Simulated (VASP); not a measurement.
# Os (Im-3m) in VASP: a series of runs

The runs below take Os through single point, with revPBE.

Program: VASP 6.6.1. These are calculated values, not measurements. Logs are shortened: lines on timing, memory, paths and dates and some standing lists are left out, and cuts for length are marked.

### Step 1. The cell of the first run

Symmetry: Im-3m, No. 229, cubic system. The conventional cell has a = 2.971 Å, b = 2.971 Å, c = 2.971 Å, α = 90.00°, β = 90.00°, γ = 90.00°. Os (site symmetry m-3m) has 14 Os at 2.57 to 2.97 Å within 3.4 Å.

### Step 2. Single point, revPBE (volume scaled by 0.88)

File INCAR:

```
SYSTEM = Os
PREC = Accurate ; ENCUT = 520
EDIFF = 1E-6 ; ISMEAR = -1
SIGMA = 0.1 ; LREAL = .FALSE.
LASPH = .TRUE. ; NELM = 60
ALGO = Normal ; ISIF = 2
LWAVE = .FALSE. ; LCHARG = .FALSE.
GGA = RE ; NBANDS = 10
```

File KPOINTS:

```
Automatic mesh
0
G
  16 16 16
  0 0 0
```

File POSCAR:

```
Os
1.0
   -1.4857481571      1.4857481571      1.4857481571
    1.4857481571     -1.4857481571      1.4857481571
    1.4857481571      1.4857481571     -1.4857481571
Os
1
Direct
    0.0000000000      0.0000000000      0.0000000000
```

Potentials or basis: VASP PAW PBE potentials, release 64 (Os).

The run is started by

```
$ cat potpaw_PBE.64/Os/POTCAR > POTCAR
$ mpirun -np 1 vasp_std > vasp.out
```

OUTCAR:

```text
SYSTEM = Os
   PREC = Accurate
   ENCUT = 520
   EDIFF = 1E-6
   ISMEAR = -1
   LREAL = .FALSE.
   LASPH = .TRUE.
   NELM = 60
   ISIF = 2
   GGA = RE

 ion  position               nearest neighbor table
   1  0.000  0.000  0.000-

  LATTYP: Found a body centered cubic cell.
 ALAT       =     2.9714963142

  Lattice vectors:

 A1 = (  -1.4857481571,   1.4857481571,   1.4857481571)
 A2 = (   1.4857481571,  -1.4857481571,   1.4857481571)
 A3 = (   1.4857481571,   1.4857481571,  -1.4857481571)

Analysis of symmetry for initial positions (statically):
=====================================================================
 Subroutine PRICEL returns:
 Original cell was already a primitive cell.

 Routine SETGRP: Setting up the symmetry group for a
 body centered cubic supercell.

 Subroutine GETGRP returns: Found 48 space group operations
 (whereof 48 operations were pure point group operations)
 out of a pool of 48 trial point group operations.

The static configuration has the point symmetry O_h .

Analysis of symmetry for dynamics (positions and initial velocities):
=====================================================================
 Subroutine PRICEL returns:
 Original cell was already a primitive cell.

 Routine SETGRP: Setting up the symmetry group for a
 body centered cubic supercell.

 Subroutine GETGRP returns: Found 48 space group operations
 (whereof 48 operations were pure point group operations)
 out of a pool of 48 trial point group operations.

The dynamic configuration has the point symmetry O_h .

 Subroutine INISYM returns: Found 48 space group operations
 (whereof 48 operations are pure point group operations),
 and found     1 'primitive' translations

----------------------------------------------------------------------------------------

                                     Primitive cell

  volume of cell :      13.1188

  direct lattice vectors                    reciprocal lattice vectors
    -1.485748157  1.485748157  1.485748157     0.000000000  0.336530789  0.336530789
     1.485748157 -1.485748157  1.485748157     0.336530789  0.000000000  0.336530789
     1.485748157  1.485748157 -1.485748157     0.336530789  0.336530789  0.000000000

  length of vectors
     2.573391295  2.573391295  2.573391295     0.475926406  0.475926406  0.475926406

  position of ions in fractional coordinates (direct lattice)
     0.000000000  0.000000000  0.000000000

  ion indices of the primitive-cell ions
   primitive index   ion index
                 1           1

----------------------------------------------------------------------------------------

 KPOINTS: Automatic mesh

Automatic generation of k-mesh.
 Grid dimensions read from file:
 generate k-points for:   16   16   16

 Generating k-lattice:

  Cartesian coordinates                     Fractional coordinates (reciprocal lattice)
     0.000000000  0.021033174  0.021033174     0.062500000  0.000000000  0.000000000
     0.021033174  0.000000000  0.021033174     0.000000000  0.062500000  0.000000000
     0.021033174  0.021033174  0.000000000     0.000000000  0.000000000  0.062500000

  Length of vectors
     0.029745400  0.029745400  0.029745400

  Shift w.r.t. Gamma in fractional coordinates (k-lattice)
     0.000000000  0.000000000  0.000000000

 Subroutine IBZKPT returns following result:
 ===========================================

 Found    145 irreducible k-points:

 Following reciprocal coordinates:
            Coordinates               Weight
  0.000000  0.000000  0.000000      1.000000
  0.062500  0.000000  0.000000     12.000000
  0.125000  0.000000  0.000000     12.000000
  0.187500  0.000000  0.000000     12.000000
  0.250000  0.000000  0.000000     12.000000
  0.312500  0.000000  0.000000     12.000000
[... 16 lines left out ...]
  0.187500  0.187500  0.000000     24.000000
  0.250000  0.187500  0.000000     48.000000
 [... further k-points ...]
   k-points           NKPTS =    145   k-points in BZ     NKDIM =    145   number of bands    NBANDS=     10
   number of dos      NEDOS =    301   number of ions     NIONS =      1
   total plane-waves  NPLWV =   8000
   dimension x,y,z NGX =    20 NGY =   20 NGZ =   20
   dimension x,y,z NGXF=    40 NGYF=   40 NGZF=   40
   ions per type =               1
   NGX,Y,Z   is equivalent  to a cutoff of  12.92, 12.92, 12.92 a.u.
   NGXF,Y,Z  is equivalent  to a cutoff of  25.84, 25.84, 25.84 a.u.
 SYSTEM =  Os
   PREC   = accura    normal or accurate (medium, high low for compatibility)
   ISTART =      0    job   : 0-new  1-cont  2-samecut
   ICHARG =      2    charge: 1-file 2-atom 10-const
   ISPIN  =      1    spin polarized calculation?
   LNONCOLLINEAR =      F non collinear calculations
   LSORBIT =      F    spin-orbit coupling
   LASPH  =      T    aspherical Exc in radial PAW
   ENCUT  =  520.0 eV  38.22 Ry    6.18 a.u.   4.78  4.78  4.78*2*pi/ulx,y,z
   NELM   =     60;   NELMIN=  2; NELMDL= -5     # of ELM steps
   EDIFF  = 0.1E-05   stopping-criterion for ELM
   LREAL  =      F    real-space projection
   EDIFFG = 0.1E-04   stopping-criterion for IOM
   NSW    =      0    number of steps for IOM
   IBRION =     -1    ionic relax: 0-MD 1-quasi-New 2-CG
   NFREE  =      0    steps in history (QN), initial steepest desc. (CG)
   ISIF   =      2    stress and relaxation
   ISYM   =      2    0-nonsym 1-usesym 2-fastsym
   POTIM  = 0.5000    time-step for ionic-motion
   TEBEG  =    0.0;   TEEND  =   0.0 temperature during run
   PSTRESS=    0.0 pullay stress
   NELECT =       8.0000    total number of electrons
   NUPDOWN=      -1.0000    fix difference up-down
   EMIN   =  10.00;   EMAX   =-10.00  energy-range for DOS
   EFERMI =   0.00;   METHOD = LEGACY
   ISMEAR =    -1;   SIGMA  =   0.10  broadening in eV -4-tet -1-fermi 0-gaus
   EFERMI_NEDOS =   21; number of points for ismear=-14 and -15
   IALGO  =     38    algorithm
   IMIX   =      4    mixing-type and parameters
     AMIX     =   0.40;   BMIX     =  1.00
     AMIX_MAG =   1.60;   BMIX_MAG =  1.00
  volume/ion in A,a.u.               =      13.12        88.53
  Fermi-wavevector in a.u.,A,eV,Ry     =   1.388267  2.623444 26.222303  1.927285
  Thomas-Fermi vector in A             =   2.512409
   LORBIT       =      0    0 simple, 1 ext, 2 COOP (PROOUT), +10 PAW based schemes
   GGA     = RE    functional components
   LHFCALC =     F    Hartree Fock is set to
   AEXX    =    0.0000 exact exchange contribution
   IVDW    =     0    specifies the selected vdW correction
   LEPSILON=     F    determine dielectric tensor
   LRPA    =     F    only Hartree local field effects (RPA)
 non-spin polarized calculation
  energy-cutoff  :      520.00
  volume of cell :       13.12
 maximum number of plane-waves:       370
   NGX =  9   NGY =  9   NGZ =  9

 number of electron       7.9999999 magnetization

 Free energy of the ion-electron system (eV)
  ---------------------------------------------------
  ext. energy  EPLUGINS =         0.00000000
  ---------------------------------------------------
  free energy    TOTEN  =        -9.57743085 eV

  energy without entropy =       -9.53451003  energy(sigma->0) =       -9.55597044

 E-fermi :  10.8735     XC(G=0): -14.3994

 val. band max:       10.8637086114   @ k =   0.1250   0.1250   0.0625
 cond. band min:      10.8735888706   @ k =   0.3750   0.1250   0.0625
 fundamental gap:      0.0098802593
 Fermi energy:        10.8734609050

 k-point     1 :       0.0000    0.0000    0.0000
  band No.  band energies     occupation
      1      -1.0025      2.00000
      2       6.9995      2.00000
      3       6.9995      2.00000
      4       6.9995      2.00000
      5      10.7384      1.58856
      6      10.7384      1.58856
      7      27.0871      0.00000
      8      27.0871      0.00000
      9      27.0871      0.00000
     10      40.4633      0.00000

 k-point     2 :       0.0625    0.0000    0.0000
  band No.  band energies     occupation
      1      -0.7936      2.00000
      2       6.8862      2.00000
      3       6.9856      2.00000
      4       7.1992      2.00000
      5      10.5689      1.90921
      6      10.7443      1.56885
      7      27.2466      0.00000
      8      27.4336      0.00000
      9      27.5247      0.00000
     10      38.5795      0.00000

 k-point     3 :       0.1250    0.0000    0.0000
  band No.  band energies     occupation
      1      -0.1982      2.00000
      2       6.5770      2.00000
      3       6.9126      2.00000
      4       7.7889      2.00000
      5      10.2218      1.99705
      6      10.7702      1.47465
      7      27.5978      0.00000
      8      28.4389      0.00000
      9      28.5601      0.00000
     10      36.2149      0.00000

 k-point     4 :       0.1875    0.0000    0.0000
  band No.  band energies     occupation
      1       0.6719      2.00000
      2       6.1458      2.00000
      3       6.7606      2.00000
      4       8.7388      2.00000
      5      10.0110      1.99964
      6      10.8350      1.18982
      7      27.6768      0.00000
      8      29.2351      0.00000
      9      30.0168      0.00000
     10      34.8417      0.00000
[... 222 lines left out ...]
 k-point    22 :       0.4375    0.1250    0.0000
  band No.  band energies     occupation
      1       2.6579      2.00000
      2       4.7911      2.00000
      3       8.8051      2.00000
      4      10.4898      1.95779
      5      12.1854      0.00000
      6      16.1050      0.00000
      7      20.6146      0.00000
      8      24.2161      0.00000
      9      28.2343      0.00000
     10      35.8946      0.00000

 k-point    23 :       0.1875    0.1875    0.0000
  band No.  band energies     occupation
      1       2.8846      2.00000
      2       5.5291      2.00000
      3       5.9385      2.00000
      4       9.7791      1.99996
      5      11.4695      0.00514
      6      12.5249      0.00000
      7      25.5584      0.00000
      8      27.9981      0.00000
      9      30.7835      0.00000
     10      31.8048      0.00000

 k-point    24 :       0.2500    0.1875    0.0000
  band No.  band energies     occupation
      1       3.3035      2.00000
      2       5.2426      2.00000
      3       6.3710      2.00000
      4      10.0487      1.99948
      5      11.5892      0.00156
      6      14.3039      0.00000
      7      23.6997      0.00000
      8      26.7462      0.00000
      9      29.2711      0.00000
     10      33.0186      0.00000

 [... further k-points ...]

------------------------ aborting loop because EDIFF is reached ----------------------------------------

  FORCE on cell =-STRESS in cart. coord.  units (eV):
  Direction    XX          YY          ZZ          XY          YZ          ZX
  --------------------------------------------------------------------------------------
  -------------------------------------------------------------------------------------
  Total        4.9460407      4.9460407      4.9460407      0.0000000      0.0000000      0.0000000
  in kB      604.0497009    604.0497009    604.0497009      0.0000000      0.0000000      0.0000000
  external PRESSURE =     604.0497009 kB  Pullay stress =       0.0000000 kB

 VOLUME and BASIS-vectors are now :
 -----------------------------------------------------------------------------
  energy-cutoff  :      520.00
  volume of cell :       13.12
      direct lattice vectors                 reciprocal lattice vectors
    -1.485748157  1.485748157  1.485748157     0.000000000  0.336530789  0.336530789
     1.485748157 -1.485748157  1.485748157     0.336530789  0.000000000  0.336530789
     1.485748157  1.485748157 -1.485748157     0.336530789  0.336530789  0.000000000

 POSITION                                       TOTAL-FORCE (eV/Angst)
 -----------------------------------------------------------------------------------
      0.00000      0.00000      0.00000        -0.000000     -0.000000     -0.000000
 -----------------------------------------------------------------------------------
    total drift:                                0.000000     -0.000000      0.000000

  FREE ENERGIE OF THE ION-ELECTRON SYSTEM (eV)
  ---------------------------------------------------
  free  energy   TOTEN  =        -9.5774308523 eV

  energy  without entropy=       -9.5345100311  energy(sigma->0) =       -9.55597044
```

Run time: 10 s. Hardware: 1 thread of Intel Xeon 6975P-C, shared host; peak memory 0.14 GiB.

Results:

* Free energy: -9.5774 eV
* Pressure: 60.4 GPa
* Band gap on the k mesh: zero (band 4 reaches 13.68 eV, above the bottom of band 5 at 8.52 eV)

Caveat: the PAW data sets were made with another functional, which shifts forces and pressure a little; spin-orbit coupling is left out, which moves the levels of the heavy elements.

### Step 3. Single point, revPBE (volume scaled by 0.92)

File INCAR:

```
SYSTEM = Os
ALGO = Normal
EDIFF = 1E-7
ENCUT = 520
GGA = RE
ISIF = 2
ISMEAR = -1
LASPH = .TRUE.
LCHARG = .FALSE.
LREAL = .FALSE.
LWAVE = .FALSE.
NBANDS = 10
NELM = 60
PREC = Accurate
SIGMA = 0.1
```

File KPOINTS:

```
k-points
0
G
  16 16 16
  0 0 0
```

File POSCAR:

```
Os
1.0
   -1.5079267726      1.5079267726      1.5079267726
    1.5079267726     -1.5079267726      1.5079267726
    1.5079267726      1.5079267726     -1.5079267726
Os
1
Direct
    0.0000000000      0.0000000000      0.0000000000
```

Potentials or basis: VASP PAW PBE potentials, release 64 (Os).

The run is started by

```
$ cat potpaw_PBE.64/Os/POTCAR > POTCAR
$ mpirun -np 1 vasp_std > vasp.out
```

It took 12 s on 1 thread of Intel Xeon 6975P-C, shared host; peak memory 0.14 GiB.

The run converged. Its results:

```yaml
Free_energy: -9.7541 eV
Pressure: 35.3 GPa
Band_gap_on_the_k_mesh: zero (band 4 reaches 12.77 eV, above the bottom of band 5 at 7.94 eV)
```

Levels at points of the mesh, in eV from the Fermi level:
```
           k point  band 1  band 2  band 3  band 4  band 5  band 6  band 7  band 8  band 9
(0.00, 0.00, 0.00)  -11.44   -3.64   -3.64   -3.64   -0.11   -0.11   16.20   16.20   16.20
(0.50, 0.00, 0.00)   -8.30   -5.87   -0.26   -0.23    0.61    3.53    9.72   12.46   17.71
(0.50, 0.50, 0.50)   -7.96   -7.96    2.61    2.61    2.61    8.14    8.14    8.14   16.41
```

Caveat: the PAW data sets were made with another functional, which shifts forces and pressure a little; spin-orbit coupling is left out, which moves the levels of the heavy elements.

### Step 4. Single point, revPBE (volume scaled by 0.96)

File INCAR:

```
PREC = Accurate
ENCUT = 520
EDIFF = 1E-7
ISMEAR = -1
SIGMA = 0.1
LREAL = F
LASPH = T
NELM = 100
ALGO = Normal
ISIF = 2
LWAVE = F
LCHARG = F
GGA = RE
NBANDS = 10
```

File KPOINTS:

```
Automatic mesh
0
Gamma
  16 16 16
```

File POSCAR:

```
Os
1.0
   -1.5294714944      1.5294714944      1.5294714944
    1.5294714944     -1.5294714944      1.5294714944
    1.5294714944      1.5294714944     -1.5294714944
Os
1
Direct
    0.0000000000      0.0000000000      0.0000000000
```

The run is started by

```
$ cat potpaw_PBE.64/Os/POTCAR > POTCAR
$ mpirun -np 1 vasp_std > vasp.out
```

Wall time 13 s (1 thread of Intel Xeon 6975P-C, shared host); peak memory 0.14 GiB.

The run converged. Its results:

```
Free energy            : -9.8477 eV
Pressure               : 15.5 GPa
Band gap on the k mesh : zero (band 4 reaches 11.92 eV, above the bottom of band 5 at 7.41 eV)
```

Levels at points of the mesh, in eV from the Fermi level:
```
           k point  band 2  band 3  band 4  band 5  band 6  band 7
(0.00, 0.00, 0.00)   -3.42   -3.42   -3.42   -0.09   -0.09   16.18
(0.50, 0.00, 0.00)   -5.52   -0.24   -0.22    0.57    3.28    9.13
(0.50, 0.50, 0.50)   -7.47    2.44    2.44    2.44    7.92    7.92
```

Caveat: the PAW data sets were made with another functional, which shifts forces and pressure a little; spin-orbit coupling is left out, which moves the levels of the heavy elements.

### Step 5. Overview

```tsv
cell	gap on the mesh (eV)	pressure (GPa)
a = 2.573 Å, angles 109.5°, 1 atom	none	60.4
a = 2.612 Å, angles 109.5°, 1 atom	none	35.3
a = 2.649 Å, angles 109.5°, 1 atom	none	15.5
```

Alike in all rows: task single point; level revPBE; potentials or basis VASP PAW PBE potentials, release 64 (Os); no spin polarisation; k mesh 16 × 16 × 16; cutoff (eV) 520; smearing fermi-dirac 0.1 eV.

Caveats: the PAW data sets were made with another functional, which shifts forces and pressure a little; spin-orbit coupling is left out, which moves the levels of the heavy elements.

Absolute energies hang on the potentials; compare differences alone.
